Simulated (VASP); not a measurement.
**LiF: single point with PBE**

LiF:

```
Li F
1.0
     0.00000    2.05428    2.01400
     2.01400    0.00000    2.01400
     2.01400    2.05428    0.00000
Li F
1 1
Direct
  0.00000 0.00000 0.00000
  0.50000 0.50000 0.50000
```

This cell differs from its parent crystal: strain +0.0200 x Voigt [0, 1, 0, 0, 0, 0].

```json
{
 "Program": "VASP 6.6.1",
 "Task": "single point",
 "Functional": "PBE",
 "Potentials or basis": "VASP PAW PBE potentials, release 64 (Li_sv, F)",
 "Cutoff": "520 eV",
 "k mesh": "10 × 10 × 10",
 "Occupations": "gaussian, width 0.05 eV",
 "Spin": "no spin polarisation"
}
```

- Band gap on the k mesh: 8.88 eV, direct

Levels at points of the mesh, in eV from the valence-band top:
```tsv
k point	band 1	band 2	band 3	band 4	band 5	band 6	band 7	band 8	band 9	band 10
(0.00, 0.00, 0.00)	-40.99	-19.95	-0.04	-0.04	0.00	8.88	23.38	23.83	23.83	23.99
(0.50, 0.00, 0.00)	-40.94	-19.53	-2.49	-0.27	-0.23	10.64	16.48	18.54	18.89	29.93
(0.50, 0.50, 0.00)	-40.92	-19.27	-2.95	-1.08	-0.96	14.72	16.27	17.20	19.74	20.04
(0.50, 0.00, 0.50)	-40.93	-19.30	-2.96	-0.96	-0.96	14.36	16.53	17.16	20.17	20.17
```

It took 20 s on 1 thread of AMD EPYC 7R13 Processor (Zen 3) (shared host), peak memory 0.11 GiB.

Caveat: the cell differs from its parent crystal (strain +0.0200 x Voigt [0, 1, 0, 0, 0, 0]). A k mesh can miss the band edges.
